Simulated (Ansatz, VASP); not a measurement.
**BeS2 in VASP and in Ansatz**

File INCAR:

```
SYSTEM = BeS2
ALGO = Normal
EDIFF = 1E-6
EDIFFG = -0.04
ENCUT = 600
GGA = PE
IBRION = 2
ISIF = 3
ISMEAR = 0
LASPH = .TRUE.
LCHARG = .FALSE.
LREAL = .FALSE.
LWAVE = .FALSE.
NELM = 60
NSW = 90
PREC = Accurate
SIGMA = 0.1
```

KPOINTS

```
k-points
0
G
  6 6 6
  0 0 0
```

POSCAR

```
BeS2
1.0
    0.0000000000      2.9481021200      2.9481021200
    2.9481021200      0.0000000000      2.9481021200
    2.9481021200      2.9481021200      0.0000000000
Be S
1 2
Direct
    0.0000000000      0.0000000000      0.0000000000
    0.2500000000      0.2500000000      0.2500000000
    0.7500000000      0.7500000000      0.7500000000
```

Input for Ansatz:

```yaml
crystal:
  lattice:
    - [0.0, 2.94810212, 2.94810212]
    - [2.94810212, 0.0, 2.94810212]
    - [2.94810212, 2.94810212, 0.0]
  atoms:
    - { symbol: Be, position: [0.0, 0.0, 0.0] }
    - { symbol: S, position: [0.25, 0.25, 0.25] }
    - { symbol: S, position: [0.75, 0.75, 0.75] }
basis:
  ecutwfc: 420
kpoints:
  mp_grid: { grid: [6, 6, 6] }
hamiltonian:
  xc: pbe
scf:
  occupations: { method: gaussian, width: 0.1 }
  lower_state_search: "off"
output:
  forces: true
  stress: true
  eigenvalues: true
relax:
  adjacent_minimum: "off"
  f_tol: 0.04
  max_steps: 70
  cell: { stress_tol: 0.4 }
```

Change from the starting cell: species swapped into the ZrO2 type (Fm-3m, No. 225).

Alike in both runs: task relaxation of cell and atoms; functional PBE; k mesh 6 × 6 × 6; occupations gaussian, width 0.1 eV; no spin polarisation.

|  | VASP | Ansatz |
| --- | --- | --- |
| version | VASP 6.6.1 | Ansatz 0.2.0 |
| potentials or method | VASP PAW PBE potentials, release 64 (Be, S), cutoff 600 eV | scalar-relativistic, plane waves, PAW |
| valence electrons in the cell | 14 | 14 |

|  | VASP | Ansatz | Ansatz less VASP |
| --- | --- | --- | --- |
| gap on the k mesh at the Fermi level, each at its own relaxed structure (eV) | none | none | - |
| relaxed volume (Å³/atom) | 15.30 | 15.32 | +0.018 |
| relaxed cell length with the largest relative difference (Å) | 4.019 | 4.021 | +0.0016 |

A gap of «none» marks a metal or a gap that the smearing closes.
